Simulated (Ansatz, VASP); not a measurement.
One calculation of Ag, two programs

File INCAR:

```
SYSTEM = Ag
PREC = Accurate ; ENCUT = 520
EDIFF = 1E-6 ; ISMEAR = -1
SIGMA = 0.1 ; LREAL = .False.
LASPH = .True. ; NELM = 100
ALGO = Normal ; ISIF = 2
LWAVE = .False. ; LCHARG = .True.
GGA = PS ; LELF = .True.
LVHAR = .True. ; NBANDS = 24
```

Contents of KPOINTS:

```
regular mesh
0
Gamma
  9 9 13
  0 0 0
```

The input POSCAR:

```
Ag
1.0
    4.6771875630      0.0000000000      0.0000000000
   -2.3385937815      4.0505632478      0.0000000000
    0.0000000000      0.0000000000      2.8024040806
Ag
3
Direct
    0.0000000000      1.0000000000      0.0000000000
    0.3333333333      0.6666666667      0.5000000000
    0.6666666667      0.3333333333      0.5000000000
```

Input for Ansatz:

```yaml
crystal:
  lattice:
    - [4.677187563, 0.0, 0.0]
    - [-2.3385937815, 4.0505632478, 0.0]
    - [0.0, 0.0, 2.8024040806]
  atoms:
    - { symbol: Ag, position: [0.0, 1.0, 0.0] }
    - { symbol: Ag, position: [0.3333333333, 0.6666666667, 0.5] }
    - { symbol: Ag, position: [0.6666666667, 0.3333333333, 0.5] }
hamiltonian:
  xc: pbesol
  pseudopotentials:
    kind: paw
    azcp:
      Ag: "pseudopotentials/Ag.paw.azcp"
basis:
  ecutwfc: 420
  fft_grid_basis: typed
kpoints:
  mp_grid: { grid: [9, 9, 13], shift: [0, 0, 0] }
magnetization:
  spin_polarized: false
scf:
  occupations: { method: fermi_dirac, width: 0.1 }
  lower_state_search: "off"
output:
  stress: true
```

Alike in both runs: task single point; functional PBEsol; k mesh 9 × 9 × 13; occupations fermi-dirac, width 0.1 eV; no spin polarisation.

|  | VASP | Ansatz |
| --- | --- | --- |
| version | VASP 6.6.1 | Ansatz 0.2.0 |
| potentials or method | VASP PAW PBE potentials, release 64 (Ag), cutoff 520 eV | plane waves (420 eV) with PAW, scalar-relativistic |
| valence electrons in the cell | 33 | 57 |

```tsv
	VASP	Ansatz	Ansatz less VASP
pressure (GPa)	-4.1	-3.9	+0.17
traceless stress, the component that is largest in VASP (GPa)	-0.18	-0.18	-0.006
```

VASP's potentials were made for PBE, not for PBEsol, and Ansatz warns of the same on its side. VASP's potentials hold 33 valence electrons a cell and Ansatz's 57, so a difference there can come from the potentials and not from the codes.
